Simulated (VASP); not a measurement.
Here is a VASP 6.6.1 calculation.

File INCAR:

```
ALGO = Normal
EDIFF = 1E-7
ENCUT = 520
GGA = CA
ISIF = 2
ISMEAR = 0
LASPH = True
LCHARG = False
LREAL = False
LWAVE = False
NBANDS = 11
NELM = 60
PREC = Accurate
SIGMA = 0.05
```

The input KPOINTS:

```
k-points
0
Gamma
  12 12 12
```

POSCAR

```
C
1.0
    0.0000000000      1.7234809104      1.8980695266
    1.7234809104      0.0000000000      1.8980695266
    1.7234809104      1.7234809104      0.0000000000
C
2
Direct
    0.5000000000      0.5000000000      0.5000000000
    0.7500000000      0.7500000000      0.7500000000
```

Potentials or basis: VASP PAW LDA potentials, release 64 (C).

Run with:

```sh
$ cat potpaw_LDA.64/C/POTCAR > POTCAR
$ mpirun -np 1 vasp_std > vasp.out
```

**Question.** Predict the pressure.

**Answer.** -8.8 GPa.

**Question.** Estimate the band gap on the k mesh.

**Answer.** 2.93 eV, indirect (least direct gap 4.72 eV).

Stress tensor (GPa, compression positive):
```
 23.97   0.00   0.00
  0.00  23.97   0.00
  0.00   0.00 -74.38
```

 A k mesh can miss the band edges.
